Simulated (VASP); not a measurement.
## CaTb2F2: single point with PBE

The system is CaTb2F2.

```
Ca Tb F
1.0
     3.81362    0.00000    0.00000
    -1.90681    3.30269    0.00000
     0.00000    0.00000    9.62977
Ca Tb F
1 2 2
Direct
  0.00000 0.00000 0.00000
  0.33333 0.66667 0.31952
  0.66667 0.33333 0.68048
  0.33333 0.66667 0.56716
  0.66667 0.33333 0.43284
```

```json
{"Program": "VASP 6.6.1", "Task": "single point", "Functional": "PBE", "Potentials or basis": "VASP PAW PBE potentials, release 64 (Ca_sv, Tb_3, F), 4f in core", "Cutoff": "600 eV", "k mesh": "12 × 12 × 4", "Occupations": "gaussian, width 0.1 eV", "Spin": "no spin polarisation"}
```

| Property | Result |
| --- | --- |
| Pressure | 0.0 GPa |
| Largest force | 0.032 eV/Å |
| Band gap on the k mesh | zero (bands 21 and 22 overlap by 0.25 eV) |

Forces in eV/Å, atoms in the order of the input:
```
Ca   0.000  0.000  0.000
Tb   0.000  0.000 -0.032
Tb   0.000  0.000  0.032
F    0.000  0.000  0.019
F    0.000  0.000 -0.019
```

Stress tensor (GPa, compression positive):
```
-0.01  0.00  0.00
 0.00 -0.01  0.00
 0.00  0.00  0.13
```

Levels at points of the mesh, in eV from the Fermi level:
```
           k point  band 19  band 20  band 21  band 22  band 23  band 24
(0.00, 0.00, 0.00)    -3.56    -1.66    -0.94     0.88     1.84     1.84
(0.50, 0.00, 0.00)    -0.94    -0.50    -0.36     0.00     0.30     1.17
(0.00, 0.00, 0.50)    -3.24    -2.35    -0.62     1.07     1.94     1.94
(0.50, 0.00, 0.50)    -0.91    -0.39    -0.38    -0.15     0.50     0.80
```

Run time: 2.4 min on 1 thread of Intel(R) Xeon(R) 6975P-C (Granite Rapids), on a shared host, peak memory 0.45 GiB.

Caveat: spin-orbit coupling is left out, which moves the levels of the heavy elements; the 4f electrons are frozen in the core, so they carry no moment and show no levels; the run has no spin polarisation, though such a crystal can be magnetic. With open d or f shells a metallic result of PBE can be an artefact of self-interaction; +U or a hybrid may open a gap.
